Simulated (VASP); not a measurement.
# CsTaAlP3 (P-6m2) in VASP: notebook, part 2 of 3

VASP 6.6.1.

## (3) Single point, PBE

This run uses another cell than the first one, of 24.81 Å³/atom.

File INCAR:

```
PREC = Accurate
ENCUT = 520
EDIFF = 1E-7
ISMEAR = 0
SIGMA = 0.1
LREAL = False
LASPH = True
NELM = 100
ALGO = Normal
ISIF = 2
LWAVE = False
LCHARG = False
GGA = PE
NBANDS = 28
```

File KPOINTS:

```
Automatic mesh
0
Gamma
  3 3 4
```

File POSCAR:

```
CsTaAlP3
1.0
    6.5075023600      0.0000000000      0.0000000000
   -3.2537511800      5.6356623600      0.0000000000
    0.0000000000      0.0000000000      4.0585013500
Cs Ta Al P
1 1 1 3
Direct
    0.0000000000      0.0000000000      0.0000000000
    0.6666666700      0.3333333300      0.0000000000
    0.3333333300      0.6666666700      0.0000000000
    0.0129650000      0.5064825000      0.5000000000
    0.4935175000      0.5064825000      0.5000000000
    0.4935175000      0.9870350000      0.5000000000
```

Potentials or basis: VASP PAW PBE potentials, release 64 (Cs_sv, Ta_pv, Al, P).

The run is started by

```
cat potpaw_PBE.64/Cs_sv/POTCAR potpaw_PBE.64/Ta_pv/POTCAR potpaw_PBE.64/Al/POTCAR potpaw_PBE.64/P/POTCAR > POTCAR
mpirun -np 1 vasp_std > vasp.out
```

OUTCAR:

```text
PREC = Accurate
   ENCUT = 520
   EDIFF = 1E-7
   ISMEAR = 0
   LREAL = False
   LASPH = True
   NELM = 100
   ISIF = 2
   GGA = PE

 ion  position               nearest neighbor table
   1  0.000  0.000  0.000-
   2  0.667  0.333  0.000-   4 2.82   4 2.82   6 2.82   6 2.82   5 2.82   5 2.82
   3  0.333  0.667  0.000-   4 2.72   4 2.72   6 2.72   6 2.72   5 2.72   5 2.72
   4  0.013  0.506  0.500-   3 2.72   3 2.72   2 2.82   2 2.82
   5  0.494  0.506  0.500-   3 2.72   3 2.72   2 2.82   2 2.82
   6  0.494  0.987  0.500-   3 2.72   3 2.72   2 2.82   2 2.82
[... 468 lines left out ...]
  -------------------------------------------------------------------------------------
  Total       -3.0931936     -3.0931936    -19.8375890      0.0000000      0.0000000      0.0000000
  in kB      -33.2960484    -33.2960484   -213.5376579      0.0000000      0.0000000      0.0000000
  external PRESSURE =     -93.3765849 kB  Pullay stress =       0.0000000 kB

 VOLUME and BASIS-vectors are now :
 -----------------------------------------------------------------------------
  energy-cutoff  :      520.00
  volume of cell :      148.84
      direct lattice vectors                 reciprocal lattice vectors
     6.507502360  0.000000000  0.000000000     0.153668788  0.088720716  0.000000000
    -3.253751180  5.635662360  0.000000000     0.000000000  0.177441432  0.000000000
     0.000000000  0.000000000  4.058501350     0.000000000  0.000000000  0.246396370

 POSITION                                       TOTAL-FORCE (eV/Angst)
 -----------------------------------------------------------------------------------
      0.00000      0.00000      0.00000         0.000000      0.000000      0.000000
      3.25375      1.87855      0.00000         0.000000      0.000000      0.000000
     -0.00000      3.75711      0.00000         0.000000      0.000000      0.000000
     -1.56360      2.85436      2.02925        -0.987509     -0.570138      0.000000
      1.56360      2.85436      2.02925         0.987509     -0.570138      0.000000
      0.00000      5.56260      2.02925        -0.000000      1.140277     -0.000000
 -----------------------------------------------------------------------------------
    total drift:                               -0.000015      0.000009      0.000000

  FREE ENERGIE OF THE ION-ELECTRON SYSTEM (eV)
  ---------------------------------------------------
  free  energy   TOTEN  =       -31.0666772943 eV

  energy  without entropy=      -31.0257655632  energy(sigma->0) =      -31.04622143
```

OSZICAR:

```text
N       E                     dE             d eps       ncg     rms          rms(c)
DAV:   1     0.203854805996E+03    0.20385E+03   -0.17040E+04   504   0.118E+03
DAV:   2    -0.197263402073E+02   -0.22358E+03   -0.21569E+03   640   0.239E+02
DAV:   3    -0.339170666432E+02   -0.14191E+02   -0.13982E+02   656   0.539E+01
DAV:   4    -0.341599062845E+02   -0.24284E+00   -0.24185E+00   628   0.774E+00
DAV:   5    -0.341631759552E+02   -0.32697E-02   -0.32681E-02   636   0.972E-01    0.109E+01
DAV:   6    -0.329178303829E+02    0.12453E+01   -0.40253E+01   584   0.160E+01    0.831E+00
DAV:   7    -0.312287441559E+02    0.16891E+01   -0.16916E+01   636   0.114E+01    0.417E+00
DAV:   8    -0.310797254175E+02    0.14902E+00   -0.91650E-01   576   0.346E+00    0.152E+00
DAV:   9    -0.310779853953E+02    0.17400E-02   -0.18100E-01   584   0.171E+00    0.781E-01
DAV:  10    -0.310664590697E+02    0.11526E-01   -0.59545E-02   556   0.815E-01    0.199E-01
DAV:  11    -0.310666685540E+02   -0.20948E-03   -0.39438E-03   648   0.274E-01    0.129E-01
DAV:  12    -0.310667236339E+02   -0.55080E-04   -0.29771E-04   624   0.878E-02    0.632E-02
DAV:  13    -0.310666774707E+02    0.46163E-04   -0.27462E-04   620   0.602E-02    0.137E-02
DAV:  14    -0.310666773096E+02    0.16109E-06   -0.20067E-05   624   0.213E-02    0.580E-03
DAV:  15    -0.310666773789E+02   -0.69331E-07   -0.28741E-06   608   0.761E-03    0.300E-03
DAV:  16    -0.310666772943E+02    0.84588E-07   -0.43049E-07   500   0.271E-03
   1 F= -.31066677E+02 E0= -.31046221E+02  d E =-.409117E-01
```

stdout:

```text
POSCAR found type information on POSCAR CsTaAlP
 POSCAR found :  4 types and       6 ions
 scaLAPACK will be used
 LDA part: xc-table for (Slater+PW92), standard interpolation
 POSCAR, INCAR and KPOINTS ok, starting setup
 FFT: planning ... GRIDC
 FFT: planning ... GRID_SOFT
 FFT: planning ... GRID
 WAVECAR not read
 entering main loop
```

Wall time 21 s (1 thread of AMD EPYC 9R45 (Zen 5), shared host); peak memory 0.23 GiB.

Results:

```yaml
Free_energy: -31.0667 eV
Pressure: -9.3 GPa
Largest_force: 1.140 eV/Å
Band_gap_on_the_k_mesh: zero (bands 19 and 20 overlap by 0.58 eV)
```

Forces in eV/Å, atoms in the order of the input:
```
Cs   0.000  0.000  0.000
Ta   0.000  0.000  0.000
Al   0.000  0.000  0.000
P   -0.988 -0.570  0.000
P    0.988 -0.570  0.000
P    0.000  1.140  0.000
```

Stress tensor (GPa, compression positive):
```
 -3.33   0.00   0.00
  0.00  -3.33   0.00
  0.00   0.00 -21.35
```

Levels at points of the mesh, in eV from the Fermi level:
```csv
k point,band 16,band 17,band 18,band 19,band 20,band 21,band 22,band 23
"(0.00, 0.00, 0.00)",-2.13,-1.25,0.01,0.01,0.11,1.02,1.68,1.68
"(0.00, 0.00, 0.50)",-3.32,-1.49,0.35,0.35,0.68,0.68,0.96,1.38
```

Caveat: the k points lie up to 0.39 Å⁻¹ apart, too coarse for converged energies and pressures of a metal; spin-orbit coupling is left out, which moves the levels of the heavy elements; forces of over 1 eV/Å act on the atoms, so gaps and moduli don't describe the material at rest.

## (4) Single point, PBE

File INCAR:

```
PREC = Accurate
ENCUT = 520
EDIFF = 1E-6
ISMEAR = 0
SIGMA = 0.1
LREAL = F
LASPH = T
NELM = 80
ALGO = Normal
ISIF = 2
LWAVE = F
LCHARG = T
GGA = PE
LELF = T
LVHAR = T
NBANDS = 28
```

File KPOINTS:

```
regular mesh
0
Gamma
  3 3 6
```

File POSCAR:

```
CsTaAlP3
1.0
    6.9029567007      0.0000000000      0.0000000000
   -3.4514783504      5.9781358640      0.0000000000
    0.0000000000      0.0000000000      3.2411060658
Cs Ta Al P
1 1 1 3
Direct
    0.0000000000      0.0000000000      0.0000000000
    0.6666666667      0.3333333333      0.0000000000
    0.3333333333      0.6666666667      0.0000000000
    0.9943223316      0.4971611658      0.5000000000
    0.5028388342      0.4971611658      0.5000000000
    0.5028388342      0.0056776684      0.5000000000
```

The run is started by

```
cat potpaw_PBE.64/Cs_sv/POTCAR potpaw_PBE.64/Ta_pv/POTCAR potpaw_PBE.64/Al/POTCAR potpaw_PBE.64/P/POTCAR > POTCAR
mpirun -np 1 vasp_std > vasp.out
```

Wall time 25 s (1 thread of AMD EPYC 9R45 (Zen 5), shared host); peak memory 0.24 GiB.

It converged, with:

* Free energy: -33.8081 eV
* Pressure: 0.1 GPa
* Largest force: 0.010 eV/Å
* Band gap on the k mesh: zero (bands 19 and 20 overlap by 0.22 eV)

Forces in eV/Å, atoms in the order of the input:
```
Cs   0.000  0.000  0.000
Ta   0.000  0.000  0.000
Al   0.000  0.000  0.000
P    0.008  0.005  0.000
P   -0.008  0.005  0.000
P    0.000 -0.010  0.000
```

Stress tensor (GPa, compression positive):
```
0.03 0.00 0.00
0.00 0.03 0.00
0.00 0.00 0.12
```

Levels at points of the mesh, in eV from the Fermi level:
| k point | band 17 | band 18 | band 19 | band 20 | band 21 | band 22 |
| --- | --- | --- | --- | --- | --- | --- |
| (0.00, 0.00, 0.00) | -0.78 | -0.78 | 0.10 | 0.47 | 1.96 | 1.96 |
| (0.00, 0.00, 0.50) | -1.40 | -0.34 | -0.34 | 0.99 | 0.99 | 1.27 |

Caveat: spin-orbit coupling is left out, which moves the levels of the heavy elements.

## (5) Relaxation of cell and atoms, PBE

This run uses another cell than the first one, of 24.81 Å³/atom.

File INCAR:

```
PREC = Accurate
ENCUT = 600
EDIFF = 1E-6
ISMEAR = 0
SIGMA = 0.1
LREAL = F
LASPH = T
NELM = 100
ALGO = Normal
ISIF = 3
LWAVE = F
LCHARG = F
GGA = PE
IBRION = 2
NSW = 90
EDIFFG = -0.04
```

File KPOINTS:

```
regular mesh
0
Gamma
  3 3 4
```

File POSCAR:

```
CsTaAlP3
1.0
    6.5075023600      0.0000000000      0.0000000000
   -3.2537511800      5.6356623600      0.0000000000
    0.0000000000      0.0000000000      4.0585013500
Cs Ta Al P
1 1 1 3
Direct
    0.0000000000      0.0000000000      0.0000000000
    0.6666666700      0.3333333300      0.0000000000
    0.3333333300      0.6666666700      0.0000000000
    0.0129650000      0.5064825000      0.5000000000
    0.4935175000      0.5064825000      0.5000000000
    0.4935175000      0.9870350000      0.5000000000
```

The run is started by

```
cat potpaw_PBE.64/Cs_sv/POTCAR potpaw_PBE.64/Ta_pv/POTCAR potpaw_PBE.64/Al/POTCAR potpaw_PBE.64/P/POTCAR > POTCAR
mpirun -np 1 vasp_std > vasp.out
```

Wall time 2.5 min (1 thread of AMD EPYC 9R45 (Zen 5), shared host); peak memory 0.31 GiB.

It converged, with:

```
Free energy                           : -33.8923 eV
Relaxed volume                        : 22.28 Å³/atom
Relaxed cell                          : a = 6.915 Å, b = 6.915 Å, c = 3.228 Å, α = 90.00°, β = 90.00°, γ = 120.00°
Space group after relaxing (to 0.1 Å) : P-6m2 (No. 187)
Energy gained by relaxing             : 470.8 meV/atom
Ionic steps                           : 11
Pressure after relaxing               : 0.1 GPa
Largest force after relaxing          : 0.005 eV/Å
Band gap on the k mesh                : zero (bands 19 and 20 overlap by 0.19 eV)
```

Forces on the atoms (eV/Å):
```
Cs   0.000  0.000  0.000
Ta   0.000  0.000  0.000
Al   0.000  0.000  0.000
P    0.004  0.002  0.000
P   -0.004  0.002  0.000
P    0.000 -0.005  0.000
```

Stress tensor (GPa, compression positive):
```
 0.17  0.00  0.00
 0.00  0.17  0.00
 0.00  0.00 -0.03
```

The path:
| step | energy change (eV) | largest force (eV/Å) | pressure (GPa) | volume (Å³) |
| --- | --- | --- | --- | --- |
| 1 | 0.0000 | 1.1394 | -9.34 | 148.84 |
| 2 | -2.0359 | 0.0099 | 7.09 | 118.96 |
| 3 | -2.0683 | 0.1488 | 4.48 | 121.44 |
| 4 | -2.5308 | 0.2208 | 2.36 | 126.75 |
| 5 | -2.1326 | 0.4869 | 0.49 | 140.27 |
| 6 | -2.7266 | 0.2683 | 0.52 | 134.30 |
| 7 | -2.7946 | 0.2362 | 1.18 | 130.65 |
| 8 | -2.8117 | 0.2398 | 0.92 | 131.87 |
| 9 | -2.8193 | 0.1284 | -0.72 | 134.64 |
| 10 | -2.8218 | 0.1630 | -0.19 | 133.70 |
| 11 | -2.8251 | 0.0046 | 0.10 | 133.68 |

Final structure:
```yaml
crystal:
  lattice:
    - [6.91537, 0.00000, 0.00000]
    - [-3.45769, 5.98889, 0.00000]
    - [0.00000, 0.00000, 3.22771]
  atoms:
    - { symbol: Cs, position: [0.00000, 0.00000, 0.00000] }
    - { symbol: Ta, position: [0.66667, 0.33333, 0.00000] }
    - { symbol: Al, position: [0.33333, 0.66667, 0.00000] }
    - { symbol: P, position: [0.99424, 0.49712, 0.50000] }
    - { symbol: P, position: [0.50288, 0.49712, 0.50000] }
    - { symbol: P, position: [0.50288, 0.00576, 0.50000] }
```

Levels at points of the mesh, in eV from the Fermi level:
```tsv
k point	band 15	band 16	band 17	band 18	band 19	band 20	band 21	band 22	band 23
(0.00, 0.00, 0.00)	-1.48	-1.48	-0.74	-0.74	0.05	0.52	1.93	1.93	2.60
(0.00, 0.00, 0.50)	-3.39	-3.39	-1.41	-0.36	-0.36	0.98	0.98	1.24	2.94
```

Caveat: the k points lie up to 0.49 Å⁻¹ apart in the final cell; a cell axis changed by over 15 % at a fixed basis, so the end point is rough; spin-orbit coupling is left out, which moves the levels of the heavy elements.

[end of part 2 of 3]
